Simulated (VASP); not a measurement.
# BeCd3S2: single point with PBE

BeCd3S2:

```
Be Cd S
1.0
     3.74679    0.00000    0.00000
     0.00000    3.74679    0.00000
     0.00000    0.00000    9.02028
Be Cd S
1 3 2
Cartesian
  1.8734 1.8734 0.0000
  1.8734 0.0000 3.2447
  0.0000 1.8734 5.7756
  0.0000 0.0000 0.0000
  1.8734 0.0000 6.0322
  0.0000 1.8734 2.9880
```

The cell was built from a structure type or drawn by symmetry, and may not be a known phase.

```
Program                : VASP 6.6.1
Task                   : single point
Functional             : PBE
Potentials or basis    : VASP PAW PBE potentials, release 64 (Be, Cd, S)
Cutoff                 : 520 eV
k mesh                 : 10 × 10 × 4
Occupations            : gaussian, width 0.1 eV
Spin                   : no spin polarisation
Dipole correction      : no
Further INCAR settings : ALGO = Normal; EDIFF = 1e-06; NBANDS = 34
```

* Pressure: 0.3 GPa
* Largest force: 0.029 eV/Å
* Band gap on the k mesh: zero (bands 25 and 26 overlap by 1.18 eV)

Forces on the atoms (eV/Å):
```
Be   0.000  0.000  0.000
Cd   0.000  0.000 -0.004
Cd   0.000  0.000  0.004
Cd   0.000  0.000  0.000
S    0.000  0.000  0.029
S    0.000  0.000 -0.029
```

Stress tensor (GPa, compression positive):
```
0.39 0.00 0.00
0.00 0.39 0.00
0.00 0.00 0.15
```

Levels at points of the mesh, in eV from the Fermi level:
```csv
k point,band 21,band 22,band 23,band 24,band 25,band 26,band 27,band 28,band 29,band 30
"(0.00, 0.00, 0.00)",-3.06,-3.06,-2.42,-2.42,0.00,0.31,0.97,1.94,1.94,4.67
"(0.50, 0.00, 0.00)",-4.10,-1.79,-1.77,-1.14,-1.13,1.11,1.38,3.92,3.95,4.26
"(0.50, 0.50, 0.00)",-4.33,-3.32,-3.32,-2.07,-2.07,-0.74,-0.12,0.40,0.40,2.51
"(0.00, 0.00, 0.50)",-3.03,-2.45,-2.45,-1.93,-1.34,0.03,1.95,1.95,2.57,4.86
"(0.50, 0.00, 0.50)",-3.49,-2.75,-2.64,-1.14,-1.13,2.20,2.86,3.11,3.14,4.17
"(0.50, 0.50, 0.50)",-4.33,-3.47,-3.47,-1.35,-1.35,-0.62,-0.47,-0.47,-0.04,2.25
```

It took 2.7 min on 1 thread of Intel(R) Xeon(R) Platinum 8488C (Sapphire Rapids), on a shared host, peak memory 0.36 GiB.
